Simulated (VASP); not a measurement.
Input of a VASP 6.6.1 run:

Contents of INCAR:

```
SYSTEM = WS2
PREC = Accurate
ENCUT = 520
EDIFF = 1E-6
ISMEAR = -1
SIGMA = 0.05
LREAL = .False.
LASPH = .True.
NELM = 100
ALGO = Normal
ISIF = 2
LWAVE = .False.
LCHARG = .False.
GGA = PE
NBANDS = 35
```

The input KPOINTS:

```
Automatic mesh
0
Gamma
  10 10 3
  0 0 0
```

Contents of POSCAR:

```
WS2
1.0
    3.1474439680      0.0000000000      0.0000000000
   -1.5737219840      2.7257664333      0.0000000000
    0.0000000000      0.0000000000     12.0615713270
W S
2 4
Direct
    0.6666666667      0.3333333333      0.7500000000
    0.3333333333      0.6666666667      0.2500000000
    0.6666666667      0.3333333333      0.3806264125
    0.3333333333      0.6666666667      0.8806264125
    0.6666666667      0.3333333333      0.1193735875
    0.3333333333      0.6666666667      0.6193735875
```

Potentials or basis: VASP PAW PBE potentials, release 64 (W_sv, S).

Run with:

```sh
$ cat potpaw_PBE.64/W_sv/POTCAR potpaw_PBE.64/S/POTCAR > POTCAR
$ mpirun -np 1 vasp_std > vasp.out
```

**Question.** Estimate the pressure.

**Answer.** 4.9 GPa.

**Question.** Estimate the band gap on the k mesh.

**Answer.** 0.94 eV (least direct gap 2.17 eV).

Caveat: the cell stands under pressure; spin-orbit coupling is left out, which moves the levels of the heavy elements; an odd mesh through Γ misses points on the zone boundary, where band edges can lie; this functional lacks dispersion, which binds the layers, so the pressure and a relaxed spacing across them are unreliable. Expect the measured gap to be larger: semilocal functionals such as PBE lack the derivative discontinuity.
